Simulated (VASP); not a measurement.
# SnO2 (Fm-3m) in VASP: a series of runs

SnO2 is run at these levels: r2SCAN; tasks: single point.

Everything below comes from runs of VASP 6.6.1. Logs are shortened: lines on timing, memory, paths and dates and some standing lists are left out, and cuts for length are marked.

### Step 1. The cell of the first run

The structure is cubic, space group Fm-3m (No. 225). The conventional cell has a = 5.067 Å, b = 5.067 Å, c = 5.067 Å, α = 90.00°, β = 90.00°, γ = 90.00°. Sn (site symmetry m-3m) has 8 O at 2.19 Å within 2.9 Å. O (site symmetry -43m) has 4 Sn at 2.19 Å and 6 O at 2.53 Å within 2.9 Å.

### Step 2. Single point, r2SCAN

POSCAR

```
SnO2
1.0
    0.0000000000      2.5334669703      2.5334669703
    2.5334669703      0.0000000000      2.5334669703
    2.5334669703      2.5334669703      0.0000000000
Sn O
1 2
Direct
    0.0000000000      0.0000000000      0.0000000000
    0.2500000000      0.2500000000      0.2500000000
    0.7500000000      0.7500000000      0.7500000000
```

INCAR.step1

```
SYSTEM = SnO2
PREC = Accurate
ENCUT = 520
ISMEAR = 0
SIGMA = 0.01
LREAL = .False.
LASPH = .True.
NELM = 100
NBANDS = 20
GGA = PE
ALGO = Normal
EDIFF = 1E-4
LWAVE = .True.
LCHARG = .False.
```

INCAR.step2

```
SYSTEM = SnO2
PREC = Accurate
ENCUT = 520
EDIFF = 1E-7
ISMEAR = 0
SIGMA = 0.01
LREAL = .False.
LASPH = .True.
NELM = 100
ALGO = Normal
ISIF = 2
LWAVE = .False.
LCHARG = .True.
METAGGA = R2SCAN
LMIXTAU = .True.
LELF = .True.
LVHAR = .True.
NBANDS = 20
ISTART = 1
```

KPOINTS

```
regular mesh
0
Gamma
  8 8 8
  0 0 0
```

Potentials or basis: VASP PAW PBE potentials, release 64 (Sn_d, O).

The run is started by

```sh
cat potpaw_PBE.64/Sn_d/POTCAR potpaw_PBE.64/O/POTCAR > POTCAR
cp INCAR.step1 INCAR
mpirun -np 1 vasp_std > vasp.out
cp INCAR.step2 INCAR
mpirun -np 1 vasp_std > vasp.out
```

OUTCAR:

```text
SYSTEM = SnO2
   PREC = Accurate
   ENCUT = 520
   EDIFF = 1E-7
   ISMEAR = 0
   LREAL = .False.
   LASPH = .True.
   NELM = 100
   ISIF = 2
   METAGGA = R2SCAN
   ISTART = 1

 ion  position               nearest neighbor table
   1  0.000  0.000  0.000-   3 2.19   3 2.19   3 2.19   2 2.19   3 2.19   2 2.19   2 2.19   2 2.19

   2  0.250  0.250  0.250-   1 2.19   1 2.19   1 2.19   1 2.19
   3  0.750  0.750  0.750-   1 2.19   1 2.19   1 2.19   1 2.19

  LATTYP: Found a face centered cubic cell.
 ALAT       =     5.0669339406

  Lattice vectors:

 A1 = (   0.0000000000,   2.5334669703,   2.5334669703)
 A2 = (   2.5334669703,   0.0000000000,   2.5334669703)
 A3 = (   2.5334669703,   2.5334669703,   0.0000000000)

Analysis of symmetry for initial positions (statically):
=====================================================================
 Subroutine PRICEL returns:
 Original cell was already a primitive cell.

 Routine SETGRP: Setting up the symmetry group for a
 face centered cubic supercell.

 Subroutine GETGRP returns: Found 48 space group operations
 (whereof 48 operations were pure point group operations)
 out of a pool of 48 trial point group operations.

The static configuration has the point symmetry O_h .

Analysis of symmetry for dynamics (positions and initial velocities):
=====================================================================
 Subroutine PRICEL returns:
 Original cell was already a primitive cell.

 Routine SETGRP: Setting up the symmetry group for a
 face centered cubic supercell.

 Subroutine GETGRP returns: Found 48 space group operations
 (whereof 48 operations were pure point group operations)
 out of a pool of 48 trial point group operations.

The dynamic configuration has the point symmetry O_h .

 Subroutine INISYM returns: Found 48 space group operations
 (whereof 48 operations are pure point group operations),
 and found     1 'primitive' translations

----------------------------------------------------------------------------------------

                                     Primitive cell

  volume of cell :      32.5219

  direct lattice vectors                    reciprocal lattice vectors
     0.000000000  2.533466970  2.533466970    -0.197358010  0.197358010  0.197358010
     2.533466970  0.000000000  2.533466970     0.197358010 -0.197358010  0.197358010
     2.533466970  2.533466970  0.000000000     0.197358010  0.197358010 -0.197358010

  length of vectors
     3.582863349  3.582863349  3.582863349     0.341834101  0.341834101  0.341834101

  position of ions in fractional coordinates (direct lattice)
     0.000000000  0.000000000  0.000000000
     0.250000000  0.250000000  0.250000000
     0.750000000  0.750000000  0.750000000

  ion indices of the primitive-cell ions
   primitive index   ion index
                 1           1
                 2           2
                 3           3

----------------------------------------------------------------------------------------

 KPOINTS: regular mesh

Automatic generation of k-mesh.
 Grid dimensions read from file:
 generate k-points for:    8    8    8

 Generating k-lattice:

  Cartesian coordinates                     Fractional coordinates (reciprocal lattice)
    -0.024669751  0.024669751  0.024669751     0.125000000  0.000000000  0.000000000
     0.024669751 -0.024669751  0.024669751     0.000000000  0.125000000  0.000000000
     0.024669751  0.024669751 -0.024669751     0.000000000  0.000000000  0.125000000

  Length of vectors
     0.042729263  0.042729263  0.042729263

  Shift w.r.t. Gamma in fractional coordinates (k-lattice)
     0.000000000  0.000000000  0.000000000

 Subroutine IBZKPT returns following result:
 ===========================================

 Found     29 irreducible k-points:

 Following reciprocal coordinates:
            Coordinates               Weight
  0.000000  0.000000  0.000000      1.000000
  0.125000  0.000000  0.000000      8.000000
  0.250000  0.000000  0.000000      8.000000
  0.375000  0.000000  0.000000      8.000000
  0.500000  0.000000  0.000000      4.000000
  0.125000  0.125000  0.000000      6.000000
[... 16 lines left out ...]
  0.500000  0.250000  0.125000     48.000000
 -0.375000  0.250000  0.125000     24.000000
 [... further k-points ...]
   k-points           NKPTS =     29   k-points in BZ     NKDIM =     29   number of bands    NBANDS=     20
   number of dos      NEDOS =    301   number of ions     NIONS =      3
   total plane-waves  NPLWV =  21952
   dimension x,y,z NGX =    28 NGY =   28 NGZ =   28
   dimension x,y,z NGXF=    56 NGYF=   56 NGZF=   56
   ions per type =               1   2
   NGX,Y,Z   is equivalent  to a cutoff of  12.99, 12.99, 12.99 a.u.
   NGXF,Y,Z  is equivalent  to a cutoff of  25.98, 25.98, 25.98 a.u.
 SYSTEM =  SnO2
   PREC   = accura    normal or accurate (medium, high low for compatibility)
   ISTART =      1    job   : 0-new  1-cont  2-samecut
   ICHARG =      0    charge: 1-file 2-atom 10-const
   ISPIN  =      1    spin polarized calculation?
   LNONCOLLINEAR =      F non collinear calculations
   LSORBIT =      F    spin-orbit coupling
   LASPH  =      T    aspherical Exc in radial PAW
   ENCUT  =  520.0 eV  38.22 Ry    6.18 a.u.   6.66  6.66  6.66*2*pi/ulx,y,z
   NELM   =    100;   NELMIN=  2; NELMDL=  0     # of ELM steps
   EDIFF  = 0.1E-06   stopping-criterion for ELM
   LREAL  =      F    real-space projection
   EDIFFG = 0.1E-05   stopping-criterion for IOM
   NSW    =      0    number of steps for IOM
   IBRION =     -1    ionic relax: 0-MD 1-quasi-New 2-CG
   NFREE  =      0    steps in history (QN), initial steepest desc. (CG)
   ISIF   =      2    stress and relaxation
   ISYM   =      2    0-nonsym 1-usesym 2-fastsym
   POTIM  = 0.5000    time-step for ionic-motion
   TEBEG  =    0.0;   TEEND  =   0.0 temperature during run
   PSTRESS=    0.0 pullay stress
   NELECT =      26.0000    total number of electrons
   NUPDOWN=      -1.0000    fix difference up-down
   EMIN   =  10.00;   EMAX   =-10.00  energy-range for DOS
   EFERMI =   0.00;   METHOD = LEGACY
   ISMEAR =     0;   SIGMA  =   0.01  broadening in eV -4-tet -1-fermi 0-gaus
   EFERMI_NEDOS =   21; number of points for ismear=-14 and -15
   IALGO  =     38    algorithm
   IMIX   =      4    mixing-type and parameters
     AMIX     =   0.40;   BMIX     =  1.00
     AMIX_MAG =   1.60;   BMIX_MAG =  1.00
  volume/ion in A,a.u.               =      10.84        73.16
  Fermi-wavevector in a.u.,A,eV,Ry     =   1.519407  2.871262 31.410365  2.308597
  Thomas-Fermi vector in A             =   2.628397
   LORBIT       =      0    0 simple, 1 ext, 2 COOP (PROOUT), +10 PAW based schemes
   METAGGA = R2SCAN    functional components
   LHFCALC =     F    Hartree Fock is set to
   AEXX    =    0.0000 exact exchange contribution
   IVDW    =     0    specifies the selected vdW correction
   LEPSILON=     F    determine dielectric tensor
   LRPA    =     F    only Hartree local field effects (RPA)
 non-spin polarized calculation
 Gauss-broadening in eV      SIGMA  =   0.01
  energy-cutoff  :      520.00
  volume of cell :       32.52
 maximum number of plane-waves:       893
   NGX = 13   NGY = 13   NGZ = 13

 number of electron      25.9999988 magnetization

 Free energy of the ion-electron system (eV)
  ---------------------------------------------------
  ext. energy  EPLUGINS =         0.00000000
  ---------------------------------------------------
  free energy    TOTEN  =       -41.48143764 eV

  energy without entropy =      -41.48143764  energy(sigma->0) =      -41.48143764

 E-fermi :   7.7671     XC(G=0): -12.7667

 val. band max:        7.7079074507   @ k =  -0.2500   0.5000   0.2500
 cond. band min:       8.5654514097   @ k =   0.0000   0.0000   0.0000
 fundamental gap:      0.8575439590
 Fermi energy:         7.7670541783

 k-point     1 :       0.0000    0.0000    0.0000
  band No.  band energies     occupation
      1     -13.4437      2.00000
      2     -13.4437      2.00000
      3     -13.4437      2.00000
      4     -13.2558      2.00000
      5     -13.2558      2.00000
      6     -12.9843      2.00000
[... 12 lines left out ...]
     19      23.9575      0.00000
     20      23.9575      0.00000

 k-point     2 :       0.1250    0.0000    0.0000
  band No.  band energies     occupation
      1     -13.5335      2.00000
      2     -13.4310      2.00000
      3     -13.4309      2.00000
      4     -13.2564      2.00000
      5     -13.2564      2.00000
      6     -12.8127      2.00000
[... 12 lines left out ...]
     19      24.0109      0.00000
     20      24.0109      0.00000

 k-point     3 :       0.2500    0.0000    0.0000
  band No.  band energies     occupation
      1     -13.7660      2.00000
      2     -13.4055      2.00000
      3     -13.4055      2.00000
      4     -13.2519      2.00000
      5     -13.2519      2.00000
      6     -12.2756      2.00000
[... 12 lines left out ...]
     19      24.1215      0.00000
     20      24.6630      0.00000

 k-point     4 :       0.3750    0.0000    0.0000
  band No.  band energies     occupation
      1     -13.9835      2.00000
      2     -13.3902      2.00000
      3     -13.3902      2.00000
      4     -13.2367      2.00000
      5     -13.2367      2.00000
      6     -11.4811      2.00000
[... 12 lines left out ...]
     19      24.0954      0.00000
     20      24.6217      0.00000

 k-point     5 :       0.5000    0.0000    0.0000
  band No.  band energies     occupation
      1     -14.0684      2.00000
      2     -13.3871      2.00000
      3     -13.3871      2.00000
      4     -13.2271      2.00000
      5     -13.2271      2.00000
      6     -10.8784      2.00000
[... 12 lines left out ...]
     19      23.9531      0.00000
     20      24.2293      0.00000
[... 353 lines left out ...]
      6     -11.2579      2.00000
[... 12 lines left out ...]
     19      26.0042      0.00000
     20      26.5689      0.00000

 k-point    22 :       0.3750    0.2500    0.1250
  band No.  band energies     occupation
      1     -13.8087      2.00000
      2     -13.5002      2.00000
      3     -13.3633      2.00000
      4     -13.2836      2.00000
      5     -13.2391      2.00000
      6     -11.8811      2.00000
[... 12 lines left out ...]
     19      24.5436      0.00000
     20      27.3349      0.00000

 k-point    23 :       0.5000    0.2500    0.1250
  band No.  band energies     occupation
      1     -13.9003      2.00000
      2     -13.5916      2.00000
      3     -13.3396      2.00000
      4     -13.2822      2.00000
      5     -13.2377      2.00000
      6     -11.1052      2.00000
[... 12 lines left out ...]
     19      24.5471      0.00000
     20      27.8147      0.00000

 k-point    24 :      -0.3750    0.2500    0.1250
  band No.  band energies     occupation
      1     -13.9449      2.00000
      2     -13.6206      2.00000
      3     -13.3341      2.00000
      4     -13.2784      2.00000
      5     -13.2348      2.00000
      6     -10.4224      2.00000
[... 12 lines left out ...]
     19      24.4740      0.00000
     20      28.2279      0.00000

 [... further k-points ...]
[... 5 lines left out ...]
  --------------------------------------------------------------------------------------
  -------------------------------------------------------------------------------------
  Total        0.2802480      0.2802480      0.2802480      0.0000000      0.0000000      0.0000000
  in kB       13.8063014     13.8063014     13.8063014      0.0000000      0.0000000      0.0000000
  external PRESSURE =      13.8063014 kB  Pullay stress =       0.0000000 kB

 VOLUME and BASIS-vectors are now :
 -----------------------------------------------------------------------------
  energy-cutoff  :      520.00
  volume of cell :       32.52
      direct lattice vectors                 reciprocal lattice vectors
     0.000000000  2.533466970  2.533466970    -0.197358010  0.197358010  0.197358010
     2.533466970  0.000000000  2.533466970     0.197358010 -0.197358010  0.197358010
     2.533466970  2.533466970  0.000000000     0.197358010  0.197358010 -0.197358010

 POSITION                                       TOTAL-FORCE (eV/Angst)
 -----------------------------------------------------------------------------------
      0.00000      0.00000      0.00000         0.000000      0.000000      0.000000
      1.26673      1.26673      1.26673        -0.000000     -0.000000      0.000000
      3.80020      3.80020      3.80020         0.000000      0.000000     -0.000000
 -----------------------------------------------------------------------------------
    total drift:                               -0.000000     -0.000000      0.000000

  FREE ENERGIE OF THE ION-ELECTRON SYSTEM (eV)
  ---------------------------------------------------
  free  energy   TOTEN  =       -41.4814376400 eV

  energy  without entropy=      -41.4814376400  energy(sigma->0) =      -41.48143764
```

It took 36 s on 1 thread of Intel Xeon 6975P-C (Granite Rapids), shared host; peak memory 0.17 GiB.

What came out:

| Property | Result |
| --- | --- |
| Free energy | -41.4814 eV |
| Pressure | 1.4 GPa |
| Band gap on the k mesh | 0.86 eV, indirect (least direct gap 2.29 eV) |

Caveat: the PAW data sets were made with another functional, which shifts forces and pressure a little; spin-orbit coupling is left out, which moves the levels of the heavy elements. r2SCAN opens gaps a little over a GGA but as a rule still falls short of measured ones.

### Step 3. Single point, r2SCAN (volume changed by +3%)

POSCAR

```
SnO2
1.0
    0.0000000000      2.5585524331      2.5585524331
    2.5585524331      0.0000000000      2.5585524331
    2.5585524331      2.5585524331      0.0000000000
Sn O
1 2
Direct
    0.0000000000      0.0000000000      0.0000000000
    0.2500000000      0.2500000000      0.2500000000
    0.7500000000      0.7500000000      0.7500000000
```

INCAR.step1

```
  PREC = Accurate
  ENCUT = 520
  ISMEAR = 0
  SIGMA = 0.01
  LREAL = F
  LASPH = T
  NELM = 100
  NBANDS = 20
  GGA = PE
  ALGO = Normal
  EDIFF = 1E-4
  LWAVE = T
  LCHARG = F
```

INCAR.step2

```
  PREC = Accurate
  ENCUT = 520
  EDIFF = 1E-7
  ISMEAR = 0
  SIGMA = 0.01
  LREAL = F
  LASPH = T
  NELM = 100
  ALGO = Normal
  ISIF = 2
  LWAVE = F
  LCHARG = T
  METAGGA = R2SCAN
  LMIXTAU = T
  LELF = T
  LVHAR = T
  NBANDS = 20
  ISTART = 1
```

KPOINTS

```
Automatic mesh
0
Gamma
  8 8 8
```

Potentials or basis: VASP PAW PBE potentials, release 64 (Sn_d, O).

The run is started by

```sh
cat potpaw_PBE.64/Sn_d/POTCAR potpaw_PBE.64/O/POTCAR > POTCAR
cp INCAR.step1 INCAR
mpirun -np 1 vasp_std > vasp.out
cp INCAR.step2 INCAR
mpirun -np 1 vasp_std > vasp.out
```

OUTCAR:

```text
PREC = Accurate
   ENCUT = 520
   EDIFF = 1E-7
   ISMEAR = 0
   LREAL = F
   LASPH = T
   NELM = 100
   ISIF = 2
   METAGGA = R2SCAN
   ISTART = 1

 ion  position               nearest neighbor table
   1  0.000  0.000  0.000-   3 2.22   3 2.22   3 2.22   2 2.22   3 2.22   2 2.22   2 2.22   2 2.22

   2  0.250  0.250  0.250-   1 2.22   1 2.22   1 2.22   1 2.22
   3  0.750  0.750  0.750-   1 2.22   1 2.22   1 2.22   1 2.22

  LATTYP: Found a face centered cubic cell.
 ALAT       =     5.1171048662

  Lattice vectors:

 A1 = (   0.0000000000,   2.5585524331,   2.5585524331)
 A2 = (   2.5585524331,   0.0000000000,   2.5585524331)
 A3 = (   2.5585524331,   2.5585524331,   0.0000000000)

Analysis of symmetry for initial positions (statically):
=====================================================================
 Subroutine PRICEL returns:
 Original cell was already a primitive cell.

 Routine SETGRP: Setting up the symmetry group for a
 face centered cubic supercell.

 Subroutine GETGRP returns: Found 48 space group operations
 (whereof 48 operations were pure point group operations)
[... 162 lines left out ...]
  free energy    TOTEN  =       -41.47162633 eV

  energy without entropy =      -41.47162633  energy(sigma->0) =      -41.47162633

 E-fermi :   7.3754     XC(G=0): -12.5909

 val. band max:        7.2810304196   @ k =  -0.2500   0.5000   0.2500
 cond. band min:       7.8302163264   @ k =   0.0000   0.0000   0.0000
 fundamental gap:      0.5491859068
 Fermi energy:         7.3754064196

 k-point     1 :       0.0000    0.0000    0.0000
  band No.  band energies     occupation
      1     -13.8842      2.00000
      2     -13.8842      2.00000
      3     -13.8842      2.00000
      4     -13.7209      2.00000
      5     -13.7209      2.00000
      6     -13.1384      2.00000
[... 541 lines left out ...]
     19      23.8436      0.00000
     20      27.5365      0.00000

 [... further k-points ...]

------------------------ aborting loop because EDIFF is reached ----------------------------------------

  FORCE on cell =-STRESS in cart. coord.  units (eV):
  Direction    XX          YY          ZZ          XY          YZ          ZX
  --------------------------------------------------------------------------------------
  -------------------------------------------------------------------------------------
  Total       -1.0560231     -1.0560231     -1.0560231      0.0000000      0.0000000      0.0000000
  in kB      -50.5092644    -50.5092644    -50.5092644      0.0000000      0.0000000      0.0000000
  external PRESSURE =     -50.5092644 kB  Pullay stress =       0.0000000 kB

 VOLUME and BASIS-vectors are now :
 -----------------------------------------------------------------------------
  energy-cutoff  :      520.00
  volume of cell :       33.50
      direct lattice vectors                 reciprocal lattice vectors
     0.000000000  2.558552433  2.558552433    -0.195423003  0.195423003  0.195423003
     2.558552433  0.000000000  2.558552433     0.195423003 -0.195423003  0.195423003
     2.558552433  2.558552433  0.000000000     0.195423003  0.195423003 -0.195423003

 POSITION                                       TOTAL-FORCE (eV/Angst)
 -----------------------------------------------------------------------------------
      0.00000      0.00000      0.00000         0.000000     -0.000000     -0.000000
      1.27928      1.27928      1.27928        -0.000000     -0.000000      0.000000
      3.83783      3.83783      3.83783         0.000000      0.000000     -0.000000
 -----------------------------------------------------------------------------------
    total drift:                               -0.000000     -0.000000      0.000000

  FREE ENERGIE OF THE ION-ELECTRON SYSTEM (eV)
  ---------------------------------------------------
  free  energy   TOTEN  =       -41.4716263346 eV

  energy  without entropy=      -41.4716263346  energy(sigma->0) =      -41.47162633
```

OSZICAR.step1:

```text
N       E                     dE             d eps       ncg     rms          rms(c)
DAV:   1     0.245388447097E+03    0.24539E+03   -0.13506E+04  1236   0.200E+03
DAV:   2     0.352818519850E+01   -0.24186E+03   -0.22949E+03  1244   0.501E+02
DAV:   3    -0.204400196828E+02   -0.23968E+02   -0.23720E+02  1332   0.133E+02
DAV:   4    -0.210518887112E+02   -0.61187E+00   -0.61131E+00  1304   0.221E+01
DAV:   5    -0.210650082840E+02   -0.13120E-01   -0.13119E-01  1460   0.333E+00    0.108E+01
DAV:   6    -0.179011271248E+02    0.31639E+01   -0.11176E+01  1736   0.570E+01    0.385E+00
DAV:   7    -0.179235508862E+02   -0.22424E-01   -0.67208E-01  1252   0.594E+00    0.194E+00
DAV:   8    -0.179108351797E+02    0.12716E-01   -0.72522E-02  1296   0.257E+00    0.384E-01
DAV:   9    -0.179085289604E+02    0.23062E-02   -0.13311E-02  1748   0.166E+00    0.903E-02
DAV:  10    -0.179090838686E+02   -0.55491E-03   -0.17362E-03  1308   0.630E-01    0.453E-02
DAV:  11    -0.179090241956E+02    0.59673E-04   -0.24247E-04  1108   0.302E-01
   1 F= -.17909024E+02 E0= -.17909003E+02  d E =-.417607E-04
```

Wall time 40 s (1 thread of Intel Xeon 6975P-C (Granite Rapids), shared host); peak memory 0.17 GiB.

What came out:

* Free energy: -41.4716 eV
* Pressure: -5.1 GPa
* Band gap on the k mesh: 0.55 eV, indirect (least direct gap 1.93 eV)

Caveat: the PAW data sets were made with another functional, which shifts forces and pressure a little; spin-orbit coupling is left out, which moves the levels of the heavy elements. A k mesh can miss the band edges.

(Part 1 of 2 ends here.)
